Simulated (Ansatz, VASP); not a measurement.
Two plane-wave programs on TiC

```xyz
2
Lattice="0.0000 2.1665 2.1665 2.1665 0.0000 2.1665 2.1665 2.1665 0.0000" Properties=species:S:1:pos:R:3 pbc="T T T"
Ti    0.0000    0.0000    0.0000
C     2.1665    2.1665    2.1665
```

Alike in both runs: task single point; functional PBE; k mesh 24 × 24 × 24; occupations gaussian, width 0.15 eV; no spin polarisation.

|  | VASP | Ansatz |
| --- | --- | --- |
| version | VASP 6.6.1 | Ansatz 0.2.0 |
| potentials or method | VASP PAW PBE potentials, release 64 (Ti_sv, C), cutoff 520 eV | scalar-relativistic, plane waves, PAW |
| valence electrons in the cell | 16 | 16 |

VASP gave:

| Property | Result |
| --- | --- |
| gap on the k mesh at the Fermi level (eV) | none |
| pressure (GPa) | 0.2 |

Problem. Which values does Ansatz return?

Solution. gap on the k mesh at the Fermi level (eV): none; pressure (GPa): 0.0.

A gap of «none» marks a metal or a gap that the smearing closes.
